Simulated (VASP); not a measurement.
Set up this calculation in VASP 6.6.1, as the native input.

| Quantity | Value |
| --- | --- |
| Task | single point |
| Functional | PBE |
| Potentials or basis | VASP PAW PBE potentials, release 64 (Ir, Rh_pv) |
| Cutoff | 520 eV |
| k mesh | 12 × 12 × 12 |
| Occupations | gaussian, width 0.1 eV |
| Spin | no spin polarisation |
| Dipole correction | no |
| Further INCAR settings | ALGO = Fast; EDIFF = 1e-06; NBANDS = 42 |

The structure of IrRh4 lies in POSCAR:

```
IrRh4
1.0
   -3.0336387000      3.0336387000      1.9174808000
    3.0336387000     -3.0336387000      1.9174808000
    3.0336387000      3.0336387000     -1.9174808000
Ir Rh
1 4
Direct
    0.0000000000      0.0000000000      0.0000000000
    0.7993180000      0.6013260000      0.4006440000
    0.2006820000      0.3986740000      0.5993560000
    0.3986740000      0.7993180000      0.1979920000
    0.6013260000      0.2006820000      0.8020080000
```

The input as run:

INCAR

```
SYSTEM = IrRh4
PREC = Accurate
ENCUT = 520
EDIFF = 1E-6
ISMEAR = 0
SIGMA = 0.1
LREAL = .False.
LASPH = .True.
NELM = 100
ALGO = Fast
ISIF = 2
LWAVE = .False.
LCHARG = .False.
GGA = PE
NBANDS = 42
```

KPOINTS

```
Automatic mesh
0
Gamma
  12 12 12
  0 0 0
```

Potentials or basis: VASP PAW PBE potentials, release 64 (Ir, Rh_pv).

Command:

```console
$ cat potpaw_PBE.64/Ir/POTCAR potpaw_PBE.64/Rh_pv/POTCAR > POTCAR
$ mpirun -np 1 vasp_std > vasp.out
```

It gave:

```json
{
 "Pressure": "0.1 GPa",
 "Largest force": "0.004 eV/Å",
 "Band gap on the k mesh": "zero (an odd number of electrons rules out a gap without spin polarisation)"
}
```

Caveat: spin-orbit coupling is left out, which moves the levels of the heavy elements.

It took 15 min on 1 thread of Intel(R) Xeon(R) Platinum 8488C (Sapphire Rapids), on a shared host, peak memory 0.64 GiB.
